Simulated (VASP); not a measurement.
# Se (P6_3/mmc) in VASP: relaxation of cell and atoms with PBE

Aim: the relaxation of cell and atoms of Se with PBE.

All numbers are computed with VASP 6.6.1; they aren't measurements. Logs are shortened: lines on timing, memory, paths and dates and some standing lists are left out, and cuts for length are marked.

## (1) The cell of the first run

It takes space group P6_3/mmc (No. 194, hexagonal). The conventional cell has a = 3.467 Å, b = 3.467 Å, c = 10.513 Å, α = 90.00°, β = 90.00°, γ = 120.00°. Within 2.9 Å of Se (site symmetry 3m) lie 1 Se at 2.18 Å.

This isn't the form of Se at room conditions, which is trigonal, of chains.

## (2) Relaxation of cell and atoms, PBE

INCAR reads:

```
SYSTEM = Se
PREC = Accurate ; ENCUT = 600
EDIFF = 1E-6 ; ISMEAR = 0
SIGMA = 0.1 ; LREAL = .FALSE.
LASPH = .TRUE. ; NELM = 80
ALGO = Normal ; ISIF = 3
LWAVE = .FALSE. ; LCHARG = .FALSE.
GGA = PE ; IBRION = 2
NSW = 100 ; EDIFFG = -0.01
```

KPOINTS reads:

```
regular mesh
0
G
  15 15 6
  0 0 0
```

POSCAR reads:

```
Se
1.0
    3.4665206236      0.0000000000      0.0000000000
   -1.7332603118      3.0020949228      0.0000000000
    0.0000000000      0.0000000000     10.5127570059
Se
4
Direct
    0.3333333333      0.6666666667      0.1462028309
    0.6666666667      0.3333333333      0.6462028309
    0.3333333333      0.6666666667      0.3537971691
    0.6666666667      0.3333333333      0.8537971691
```

Potentials or basis: VASP PAW PBE potentials, release 64 (Se).

Started as:

```console
$ cat potpaw_PBE.64/Se/POTCAR > POTCAR
$ mpirun -np 1 vasp_std > vasp.out
```

OUTCAR:

```text
SYSTEM = Se
   PREC = Accurate
   ENCUT = 600
   EDIFF = 1E-6
   ISMEAR = 0
   LREAL = .FALSE.
   LASPH = .TRUE.
   NELM = 80
   ISIF = 3
   GGA = PE
   IBRION = 2
   NSW = 100
   EDIFFG = -0.01

 ion  position               nearest neighbor table
   1  0.333  0.667  0.146-   3 2.18
   2  0.667  0.333  0.646-   4 2.18
   3  0.333  0.667  0.354-   1 2.18
   4  0.667  0.333  0.854-   2 2.18

  LATTYP: Found a hexagonal cell.
 ALAT       =     3.4665206236
 C/A-ratio  =     3.0326538185

  Lattice vectors:

 A1 = (   3.4665206236,   0.0000000000,   0.0000000000)
 A2 = (  -1.7332603118,   3.0020949228,   0.0000000000)
 A3 = (   0.0000000000,   0.0000000000,  10.5127570059)

Analysis of symmetry for initial positions (statically):
=====================================================================
 Subroutine PRICEL returns:
 Original cell was already a primitive cell.

 Routine SETGRP: Setting up the symmetry group for a
 hexagonal supercell.

 Subroutine GETGRP returns: Found 24 space group operations
 (whereof 12 operations were pure point group operations)
 out of a pool of 24 trial point group operations.

The static configuration has the point symmetry D_3d.
 The point group associated with its full space group is D_6h.

Analysis of symmetry for dynamics (positions and initial velocities):
=====================================================================
 Subroutine PRICEL returns:
 Original cell was already a primitive cell.

 Routine SETGRP: Setting up the symmetry group for a
 hexagonal supercell.

 Subroutine GETGRP returns: Found 24 space group operations
 (whereof 12 operations were pure point group operations)
 out of a pool of 24 trial point group operations.

The dynamic configuration has the point symmetry D_3d.
 The point group associated with its full space group is D_6h.

 Subroutine INISYM returns: Found 24 space group operations
 (whereof 12 operations are pure point group operations),
 and found     1 'primitive' translations

----------------------------------------------------------------------------------------

                                     Primitive cell

  volume of cell :     109.4044

  direct lattice vectors                    reciprocal lattice vectors
     3.466520624  0.000000000  0.000000000     0.288473691  0.166550363  0.000000000
    -1.733260312  3.002094923  0.000000000     0.000000000  0.333100727  0.000000000
     0.000000000  0.000000000 10.512757006     0.000000000  0.000000000  0.095122526

  length of vectors
     3.466520624  3.466520624 10.512757006     0.333100727  0.333100727  0.095122526

  position of ions in fractional coordinates (direct lattice)
     0.333333333  0.666666667  0.146202831
     0.666666667  0.333333333  0.646202831
     0.333333333  0.666666667  0.353797169
     0.666666667  0.333333333  0.853797169

  ion indices of the primitive-cell ions
   primitive index   ion index
                 1           1
                 2           2
                 3           3
                 4           4

----------------------------------------------------------------------------------------

 KPOINTS: regular mesh

Automatic generation of k-mesh.
 Grid dimensions read from file:
 generate k-points for:   15   15    6

 Generating k-lattice:

  Cartesian coordinates                     Fractional coordinates (reciprocal lattice)
     0.019231579  0.011103358  0.000000000     0.066666667  0.000000000  0.000000000
     0.000000000  0.022206715  0.000000000     0.000000000  0.066666667  0.000000000
     0.000000000  0.000000000  0.015853754     0.000000000  0.000000000  0.166666667

  Length of vectors
     0.022206715  0.022206715  0.015853754

  Shift w.r.t. Gamma in fractional coordinates (k-lattice)
     0.000000000  0.000000000  0.000000000

 Subroutine IBZKPT returns following result:
 ===========================================

 Found    108 irreducible k-points:

 Following reciprocal coordinates:
            Coordinates               Weight
  0.000000  0.000000  0.000000      1.000000
  0.066667  0.000000  0.000000      6.000000
  0.133333  0.000000  0.000000      6.000000
  0.200000  0.000000  0.000000      6.000000
  0.266667  0.000000  0.000000      6.000000
  0.333333  0.000000  0.000000      6.000000
[... 16 lines left out ...]
  0.333333  0.200000  0.000000     12.000000
  0.400000  0.200000  0.000000      6.000000
 [... further k-points ...]
   k-points           NKPTS =    108   k-points in BZ     NKDIM =    108   number of bands    NBANDS=     16
   number of dos      NEDOS =    301   number of ions     NIONS =      4
   total plane-waves  NPLWV =  65856
   dimension x,y,z NGX =    28 NGY =   28 NGZ =   84
   dimension x,y,z NGXF=    56 NGYF=   56 NGZF=  168
   ions per type =               4
   NGX,Y,Z   is equivalent  to a cutoff of  13.43, 13.43, 13.28 a.u.
   NGXF,Y,Z  is equivalent  to a cutoff of  26.86, 26.86, 26.57 a.u.
 SYSTEM =  Se
   PREC   = accura    normal or accurate (medium, high low for compatibility)
   ISTART =      0    job   : 0-new  1-cont  2-samecut
   ICHARG =      2    charge: 1-file 2-atom 10-const
   ISPIN  =      1    spin polarized calculation?
   LNONCOLLINEAR =      F non collinear calculations
   LSORBIT =      F    spin-orbit coupling
   LASPH  =      T    aspherical Exc in radial PAW
   ENCUT  =  600.0 eV  44.10 Ry    6.64 a.u.   6.92  6.92 21.00*2*pi/ulx,y,z
   NELM   =     80;   NELMIN=  2; NELMDL= -5     # of ELM steps
   EDIFF  = 0.1E-05   stopping-criterion for ELM
   LREAL  =      F    real-space projection
   EDIFFG = -.1E-01   stopping-criterion for IOM
   NSW    =    100    number of steps for IOM
   IBRION =      2    ionic relax: 0-MD 1-quasi-New 2-CG
   NFREE  =      1    steps in history (QN), initial steepest desc. (CG)
   ISIF   =      3    stress and relaxation
   ISYM   =      2    0-nonsym 1-usesym 2-fastsym
   POTIM  = 0.5000    time-step for ionic-motion
   TEBEG  =    0.0;   TEEND  =   0.0 temperature during run
   PSTRESS=    0.0 pullay stress
   NELECT =      24.0000    total number of electrons
   NUPDOWN=      -1.0000    fix difference up-down
   EMIN   =  10.00;   EMAX   =-10.00  energy-range for DOS
   EFERMI =   0.00;   METHOD = LEGACY
   ISMEAR =     0;   SIGMA  =   0.10  broadening in eV -4-tet -1-fermi 0-gaus
   EFERMI_NEDOS =   21; number of points for ismear=-14 and -15
   IALGO  =     38    algorithm
   IMIX   =      4    mixing-type and parameters
     AMIX     =   0.40;   BMIX     =  1.00
     AMIX_MAG =   1.60;   BMIX_MAG =  1.00
  volume/ion in A,a.u.               =      27.35       184.57
  Fermi-wavevector in a.u.,A,eV,Ry     =   0.987341  1.865803 13.263522  0.974841
  Thomas-Fermi vector in A             =   2.118787
   LORBIT       =      0    0 simple, 1 ext, 2 COOP (PROOUT), +10 PAW based schemes
   GGA     = PE    functional components
   LHFCALC =     F    Hartree Fock is set to
   AEXX    =    0.0000 exact exchange contribution
   IVDW    =     0    specifies the selected vdW correction
   LEPSILON=     F    determine dielectric tensor
   LRPA    =     F    only Hartree local field effects (RPA)
 conjugate gradient relaxation of ions
 non-spin polarized calculation
 Gauss-broadening in eV      SIGMA  =   0.10
  energy-cutoff  :      600.00
  volume of cell :      109.40
 maximum number of plane-waves:      3674
 NGX is ok and might be reduce to    28
   NGX = 13   NGY = 13   NGZ = 41

--------------------------------------- Ionic step        1  -------------------------------------------

 number of electron      24.0000004 magnetization

 Free energy of the ion-electron system (eV)
  ---------------------------------------------------
  ext. energy  EPLUGINS =         0.00000000
  ---------------------------------------------------
  free energy    TOTEN  =       -13.31046292 eV

  energy without entropy =      -13.30198388  energy(sigma->0) =      -13.30622340

------------------------ aborting loop because EDIFF is reached ----------------------------------------

  FORCE on cell =-STRESS in cart. coord.  units (eV):
  Direction    XX          YY          ZZ          XY          YZ          ZX
  --------------------------------------------------------------------------------------
  -------------------------------------------------------------------------------------
  Total       -0.1754111     -0.1754111      0.6041875      0.0000000      0.0000000      0.0000000
  in kB       -2.5688147     -2.5688147      8.8480489      0.0000000      0.0000000      0.0000000
  external PRESSURE =       1.2368065 kB  Pullay stress =       0.0000000 kB
[... 95 lines left out ...]
  FREE ENERGIE OF THE ION-ELECTRON SYSTEM (eV)
  ---------------------------------------------------
  free  energy   TOTEN  =       -13.3114284453 eV

  energy  without entropy=      -13.3029780370  energy(sigma->0) =      -13.30720324

[... ionic steps 4 to 14 ...]

--------------------------------------- Ionic step       15  -------------------------------------------

 number of electron      24.0000001 magnetization

------------------------ aborting loop because EDIFF is reached ----------------------------------------

  FORCE on cell =-STRESS in cart. coord.  units (eV):
  Direction    XX          YY          ZZ          XY          YZ          ZX
  --------------------------------------------------------------------------------------
  -------------------------------------------------------------------------------------
  Total       -0.0433899     -0.0433899      0.1491698      0.0000000      0.0000000     -0.0000000
  in kB       -0.6107606     -0.6107606      2.0997292      0.0000000      0.0000000     -0.0000000
  external PRESSURE =       0.2927360 kB  Pullay stress =       0.0000000 kB
[... 61 lines left out ...]
  energy  without entropy=      -13.3161416270  energy(sigma->0) =      -13.31999660

--------------------------------------- Ionic step       17  -------------------------------------------

 number of electron      24.0000001 magnetization

 Free energy of the ion-electron system (eV)
  ---------------------------------------------------
  ext. energy  EPLUGINS =         0.00000000
  ---------------------------------------------------
  free energy    TOTEN  =       -13.32387752 eV

  energy without entropy =      -13.31616374  energy(sigma->0) =      -13.32002063

 E-fermi :   2.2664     XC(G=0):  -8.7578

 val. band max:        2.2494716438   @ k =   0.1333   0.1333   0.5000
 cond. band min:       2.2736505085   @ k =   0.3333   0.2000   0.1667
 fundamental gap:      0.0241788646
 Fermi energy:         2.2663810405

 k-point     1 :       0.0000    0.0000    0.0000
  band No.  band energies     occupation
      1     -13.2248      2.00000
      2     -13.1000      2.00000
      3      -9.6780      2.00000
      4      -9.1591      2.00000
      5      -3.3054      2.00000
      6      -1.6484      2.00000
[... 8 lines left out ...]
     15       4.4554      0.00000
     16       6.7062      0.00000
[... 420 lines left out ...]
  band No.  band energies     occupation
      1     -12.1642      2.00000
      2     -12.1384      2.00000
      3      -8.2861      2.00000
      4      -8.1707      2.00000
      5      -2.5275      2.00000
      6      -2.4254      2.00000
[... 8 lines left out ...]
     15       5.7228      0.00000
     16       6.4162      0.00000

 [... further k-points ...]
[... 5 lines left out ...]
  --------------------------------------------------------------------------------------
  -------------------------------------------------------------------------------------
  Total       -0.0362212     -0.0362212      0.0014953     -0.0000000     -0.0000000      0.0000000
  in kB       -0.5097743     -0.5097743      0.0210444     -0.0000000     -0.0000000      0.0000000
  external PRESSURE =      -0.3328347 kB  Pullay stress =       0.0000000 kB
[... 19 lines left out ...]
  FREE ENERGIE OF THE ION-ELECTRON SYSTEM (eV)
  ---------------------------------------------------
  free  energy   TOTEN  =       -13.3238775168 eV

  energy  without entropy=      -13.3161637440  energy(sigma->0) =      -13.32002063

 reached required accuracy - stopping structural energy minimisation
```

Wall time 10 min (1 thread of Intel Xeon 6975P-C (Granite Rapids), shared host); peak memory 0.38 GiB.

Results:

- Free energy: -13.3239 eV
- Relaxed volume: 28.46 Å³/atom
- Relaxed cell: a = 3.452 Å, b = 3.452 Å, c = 11.034 Å, α = 90.00°, β = 90.00°, γ = 120.00°
- Space group after relaxing (to 0.1 Å): P6_3/mmc (No. 194)
- Energy gained by relaxing: 3.4 meV/atom
- Ionic steps: 17
- Pressure after relaxing: 0.0 GPa
- Largest force after relaxing: 0.004 eV/Å
- Band gap on the k mesh: zero (bands 12 and 13 overlap by 3.46 eV)

Forces on the atoms (eV/Å):
```
Se   0.000  0.000  0.004
Se   0.000  0.000  0.004
Se   0.000  0.000 -0.004
Se   0.000  0.000 -0.004
```

Step by step:
```tsv
step	energy change (eV)	largest force (eV/Å)	pressure (GPa)	volume (Å³)
1	0.0000	0.0098	0.12	109.40
2	0.0016	0.3329	-0.54	109.74
3	-0.0010	0.1236	-0.14	109.53
4	-0.0034	0.0998	0.00	109.40
5	-0.0061	0.0422	0.33	109.11
6	-0.0062	0.0281	0.42	109.04
7	-0.0083	0.0585	0.28	109.80
8	-0.0116	0.1355	-0.09	112.08
9	-0.0128	0.0345	0.06	112.49
10	-0.0130	0.0221	0.14	112.72
11	-0.0130	0.0261	0.17	112.73
12	-0.0130	0.0350	0.16	112.77
13	-0.0130	0.0301	0.14	112.75
14	-0.0132	0.0296	0.13	113.02
15	-0.0134	0.0274	0.03	113.82
16	-0.0134	0.0279	-0.07	113.85
17	-0.0134	0.0043	-0.03	113.84
```

Final structure:
```xyz
4
Lattice="3.4515 0.0000 0.0000 -1.7258 2.9891 0.0000 0.0000 0.0000 11.0343" Properties=species:S:1:pos:R:3 pbc="T T T"
Se    0.0000    1.9927    1.6685
Se    1.7258    0.9964    7.1856
Se    0.0000    1.9927    3.8487
Se    1.7258    0.9964    9.3658
```

Levels at points of the mesh, in eV from the Fermi level:
```csv
k point,band 8,band 9,band 10,band 11,band 12,band 13,band 14,band 15,band 16
"(0.00, 0.00, 0.00)",-0.55,-0.47,-0.47,0.92,2.01,2.01,2.19,2.19,4.44
"(0.00, 0.00, 0.50)",-0.51,-0.51,-0.51,2.10,2.10,2.10,2.10,2.51,2.51
```

Caveat: this functional lacks dispersion, which holds the molecules together, so the pressure and a relaxed volume are unreliable; this functional lacks dispersion, which binds layers or chains, so the pressure and a relaxed spacing across them are unreliable.

The gap in the log of VASP goes by the Fermi energy; the results here count the filled bands.